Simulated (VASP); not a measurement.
Write the native input for VASP 6.6.1 that does the following.

```
Task                   : single point
Functional             : LDA
Potentials or basis    : VASP PAW LDA potentials, release 64 (Pb_d, S)
Cutoff                 : 520 eV
k mesh                 : 10 × 10 × 10
Occupations            : gaussian, width 0.03 eV
Spin                   : no spin polarisation
Dipole correction      : no
Further INCAR settings : ALGO = Normal; EDIFF = 1e-06; NBANDS = 17
```

The structure of PbS lies in POSCAR:

```
PbS
1.0
    0.0000000000      2.9650000000      2.9650000000
    2.9650000000      0.0000000000      2.9650000000
    2.9650000000      2.9650000000      0.0000000000
Pb S
1 1
Direct
    0.0000000000      0.0000000000      0.0000000000
    0.5105396290      0.5105396290      0.4894603710
```

This cell differs from its parent crystal: all S atoms moved +0.062 Å, as atom 2 along Cartesian [0 0 1].

One way to write it, as run:

INCAR

```
  PREC = Accurate
  ENCUT = 520
  EDIFF = 1E-6
  ISMEAR = 0
  SIGMA = 0.03
  LREAL = False
  LASPH = True
  NELM = 80
  ALGO = Normal
  ISIF = 2
  LWAVE = False
  LCHARG = True
  GGA = CA
  LELF = True
  LVHAR = True
  NBANDS = 17
```

KPOINTS

```
Automatic mesh
0
Gamma
  10 10 10
```

Potentials or basis: VASP PAW LDA potentials, release 64 (Pb_d, S).

The run is started by

```console
$ cat potpaw_LDA.64/Pb_d/POTCAR potpaw_LDA.64/S/POTCAR > POTCAR
$ mpirun -np 1 vasp_std > vasp.out
```

Results of the run:

* Pressure: -2.4 GPa
* Largest force: 0.013 eV/Å
* Band gap on the k mesh: 0.28 eV, direct

Caveat: the cell differs from its parent crystal (all S atoms moved +0.062 Å, as atom 2 along Cartesian [0 0 1]); spin-orbit coupling is left out, which moves the levels of the heavy elements.

Run time: 45 s on 1 thread of Intel(R) Xeon(R) 6975P-C (Granite Rapids), with other jobs on the host, peak memory 0.21 GiB.
